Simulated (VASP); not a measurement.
# NaBI in VASP: further runs, part 2 of 3

VASP 6.6.1. Earlier steps stand in the parts before.

### Step 3. Relaxation of cell and atoms, PBE

This run uses another cell than the first one, of 25.41 Å³/atom, 1.009 times its volume.

Contents of INCAR:

```
SYSTEM = NaBI
ALGO = Normal ; EDIFF = 1E-6
EDIFFG = -0.01 ; ENCUT = 600
GGA = PE ; IBRION = 2
ISIF = 3 ; ISMEAR = 0
LASPH = .TRUE. ; LCHARG = .FALSE.
LREAL = .FALSE. ; LWAVE = .FALSE.
NELM = 100 ; NSW = 100
PREC = Accurate ; SIGMA = 0.1
```

Contents of KPOINTS:

```
k-points
0
G
  12 12 10
  0 0 0
```

Contents of POSCAR:

```
NaBI
1.0
    4.0085430570      0.0000000000      0.0000000000
    0.0000000000      4.0085430570      0.0000000000
    0.0000000000      0.0000000000      4.7435687464
Na B I
1 1 1
Direct
    0.5000000000      0.5000000000      0.5000000000
    0.0000000000      0.0000000000      0.5000000000
    0.0000000000      0.0000000000      0.0000000000
```

Potentials or basis: VASP PAW PBE potentials, release 64 (Na_pv, B, I).

Run with:

```
$ cat potpaw_PBE.64/Na_pv/POTCAR potpaw_PBE.64/B/POTCAR potpaw_PBE.64/I/POTCAR > POTCAR
$ mpirun -np 1 vasp_std > vasp.out
```

OUTCAR:

```text
SYSTEM = NaBI
   EDIFF = 1E-6
   EDIFFG = -0.01
   ENCUT = 600
   GGA = PE
   IBRION = 2
   ISIF = 3
   ISMEAR = 0
   LASPH = .TRUE.
   LREAL = .FALSE.
   NELM = 100
   NSW = 100
   PREC = Accurate

 ion  position               nearest neighbor table
   1  0.500  0.500  0.500-
   2  0.000  0.000  0.500-   3 2.37   3 2.37
   3  0.000  0.000  0.000-   2 2.37   2 2.37

  LATTYP: Found a simple tetragonal cell.
 ALAT       =     4.0085430570
 C/A-ratio  =     1.1833647984

  Lattice vectors:

 A1 = (   4.0085430570,   0.0000000000,   0.0000000000)
 A2 = (   0.0000000000,   4.0085430570,   0.0000000000)
 A3 = (   0.0000000000,   0.0000000000,   4.7435687464)

Analysis of symmetry for initial positions (statically):
=====================================================================
 Subroutine PRICEL returns:
 Original cell was already a primitive cell.

 Routine SETGRP: Setting up the symmetry group for a
 simple tetragonal supercell.

 Subroutine GETGRP returns: Found 16 space group operations
 (whereof 16 operations were pure point group operations)
 out of a pool of 16 trial point group operations.

The static configuration has the point symmetry D_4h.

Analysis of symmetry for dynamics (positions and initial velocities):
=====================================================================
[... 345 lines left out ...]

 number of electron      16.9999992 magnetization

 Free energy of the ion-electron system (eV)
  ---------------------------------------------------
  ext. energy  EPLUGINS =         0.00000000
  ---------------------------------------------------
  free energy    TOTEN  =        -7.07868573 eV

  energy without entropy =       -7.06915752  energy(sigma->0) =       -7.07392162

 E-fermi :   3.6230     XC(G=0):  -8.3404

 val. band max:        3.6157516964   @ k =   0.2500   0.2500   0.3000
 cond. band min:       3.6371413817   @ k =   0.5000   0.1667   0.1000
 fundamental gap:      0.0213896853
 Fermi energy:         3.6229754629

 k-point     1 :       0.0000    0.0000    0.0000
  band No.  band energies     occupation
      1     -20.6218      2.00000
      2     -20.5515      2.00000
      3     -20.5515      2.00000
      4     -11.0043      2.00000
      5      -2.5744      2.00000
      6      -1.4685      2.00000
      7       0.4887      2.00000
      8       0.4887      2.00000
      9       5.3555      0.00000
     10       5.6860      0.00000
     11       5.6860      0.00000
     12       7.5524      0.00000
[... 331 lines left out ...]
 k-point    24 :       0.4167    0.3333    0.0000
  band No.  band energies     occupation
      1     -20.6200      2.00000
      2     -20.5614      2.00000
      3     -20.5588      2.00000
      4     -10.5360      2.00000
      5      -2.1930      2.00000
      6      -1.3775      2.00000
      7      -0.9583      2.00000
      8      -0.6313      2.00000
      9       4.2273      0.00000
     10       4.5797      0.00000
     11       6.0116      0.00000
     12       8.3506      0.00000

 [... further k-points ...]

------------------------ aborting loop because EDIFF is reached ----------------------------------------

  FORCE on cell =-STRESS in cart. coord.  units (eV):
  Direction    XX          YY          ZZ          XY          YZ          ZX
  --------------------------------------------------------------------------------------
  -------------------------------------------------------------------------------------
  Total       -0.0031826     -0.0031826     -0.0085198      0.0000000     -0.0000000      0.0000000
  in kB       -0.0674944     -0.0674944     -0.1806807      0.0000000     -0.0000000      0.0000000
  external PRESSURE =      -0.1052232 kB  Pullay stress =       0.0000000 kB
[... 18 lines left out ...]
  FREE ENERGIE OF THE ION-ELECTRON SYSTEM (eV)
  ---------------------------------------------------
  free  energy   TOTEN  =        -7.0786857278 eV

  energy  without entropy=       -7.0691575163  energy(sigma->0) =       -7.07392162

 reached required accuracy - stopping structural energy minimisation
```

OSZICAR:

```text
N       E                     dE             d eps       ncg     rms          rms(c)
DAV:   1     0.902395396980E+02    0.90240E+02   -0.82191E+03  4032   0.137E+03
[... 44 lines left out ...]
       N       E                     dE             d eps       ncg     rms          rms(c)
DAV:   1    -0.707900342202E+01   -0.35754E-03   -0.72854E-03  4756   0.124E+00    0.107E-01
DAV:   2    -0.707874655534E+01    0.25687E-03   -0.39474E-04  4612   0.245E-01    0.564E-02
DAV:   3    -0.707869089514E+01    0.55660E-04   -0.13128E-04  4788   0.122E-01    0.394E-02
DAV:   4    -0.707868816693E+01    0.27282E-05   -0.31568E-06  4144   0.168E-02    0.389E-02
DAV:   5    -0.707868570678E+01    0.24601E-05   -0.20097E-06  3504   0.113E-02    0.218E-03
DAV:   6    -0.707868572782E+01   -0.21038E-07   -0.27558E-07  2120   0.650E-03
   6 F= -.70786857E+01 E0= -.70739216E+01  d E =-.402554E-04
```

CONTCAR:

```text
NaBI
   1.00000000000000
     3.9829550764279582    0.0000000000000000    0.0000000000000000
     0.0000000000000000    3.9829550764279582   -0.0000000000000000
     0.0000000000000000   -0.0000000000000000    4.7622803360915702
  Na              B               I
     1     1     1
Direct
     0.5000000000000000    0.5000000000000000    0.5000000000000000
     0.0000000000000000    1.0000000000000000    0.5000000000000000
     0.0000000000000000    1.0000000000000000    0.0000000000000000

  0.00000000E+00  0.00000000E+00  0.00000000E+00
  0.00000000E+00  0.00000000E+00  0.00000000E+00
  0.00000000E+00  0.00000000E+00  0.00000000E+00
```

It took 4.2 min on 1 thread of AMD EPYC 9R45 (Zen 5), shared host; peak memory 0.35 GiB.

Results:

- Free energy: -7.0787 eV
- Relaxed volume: 25.18 Å³/atom
- Relaxed cell: a = 3.983 Å, b = 3.983 Å, c = 4.762 Å, α = 90.00°, β = 90.00°, γ = 90.00°
- Space group after relaxing (to 0.05 Å): P4/mmm (No. 123)
- Energy gained by relaxing: 0.4 meV/atom
- Ionic steps: 6
- Pressure after relaxing: 0.0 GPa

The path:
| step | energy change (eV) | largest force (eV/Å) | pressure (GPa) | volume (Å³) |
| --- | --- | --- | --- | --- |
| 1 | 0.0000 | 0.0000 | -0.12 | 76.22 |
| 2 | -0.0008 | 0.0000 | -0.11 | 76.00 |
| 3 | -0.0010 | 0.0000 | -0.05 | 75.48 |
| 4 | -0.0012 | 0.0000 | -0.05 | 75.68 |
| 5 | -0.0012 | 0.0000 | -0.06 | 75.70 |
| 6 | -0.0012 | 0.0000 | -0.01 | 75.55 |

Final structure:
```cif
data_structure
_symmetry_space_group_name_H-M 'P 1'
_symmetry_Int_Tables_number 1
_cell_length_a 3.9830
_cell_length_b 3.9830
_cell_length_c 4.7623
_cell_angle_alpha 90.000
_cell_angle_beta 90.000
_cell_angle_gamma 90.000
_cell_volume 75.55
loop_
_atom_site_label
_atom_site_type_symbol
_atom_site_fract_x
_atom_site_fract_y
_atom_site_fract_z
_atom_site_occupancy
Na1 Na 0.50000 0.50000 0.50000 1
B1 B 0.00000 0.00000 0.50000 1
I1 I 0.00000 0.00000 0.00000 1
```

Caveat: spin-orbit coupling is left out, which moves the levels of the heavy elements; an odd number of electrons without spin polarisation forces a metal; a magnetic or distorted state may lie lower.

(Continued in part 3 of 3.)
